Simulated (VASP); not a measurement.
A run of VASP 6.6.1 is set up as follows.

Contents of INCAR:

```
ALGO = Normal
EDIFF = 1E-6
ENCUT = 520
GGA = PE
ISIF = 2
ISMEAR = 0
ISPIN = 2
LASPH = T
LCHARG = T
LELF = T
LMAXMIX = 4
LORBIT = 11
LREAL = F
LVHAR = T
LWAVE = F
MAGMOM = 1 0 0
NBANDS = 23
NELM = 150
PREC = Accurate
SIGMA = 0.1
```

Contents of KPOINTS:

```
k-points
0
Gamma
  6 6 4
```

File POSCAR:

```
TiTe2
1.0
    3.7770008900      0.0000000000      0.0000000000
   -1.8885004400      3.2709787200      0.0000000000
    0.0000000000      0.0000000000      6.4980001400
Ti Te
1 2
Direct
    0.0000000000      0.0000000000      0.0000000000
    0.6666666700      0.3333333300      0.2628000100
    0.3333333300      0.6666666700      0.7371999900
```

Potentials or basis: VASP PAW PBE potentials, release 64 (Ti_sv, Te).

Run with:

```bash
$ cat potpaw_PBE.64/Ti_sv/POTCAR potpaw_PBE.64/Te/POTCAR > POTCAR
$ mpirun -np 1 vasp_std > vasp.out
```

Question: Predict the pressure.

Answer: 0.8 GPa.

Question: Predict the largest force.

Answer: 0.027 eV/Å.

Forces on the atoms (eV/Å):
```
Ti   0.000  0.000  0.000
Te   0.000  0.000 -0.027
Te   0.000  0.000  0.027
```

Caveat: this functional lacks dispersion, which binds the layers, so the pressure and a relaxed spacing across them are unreliable.
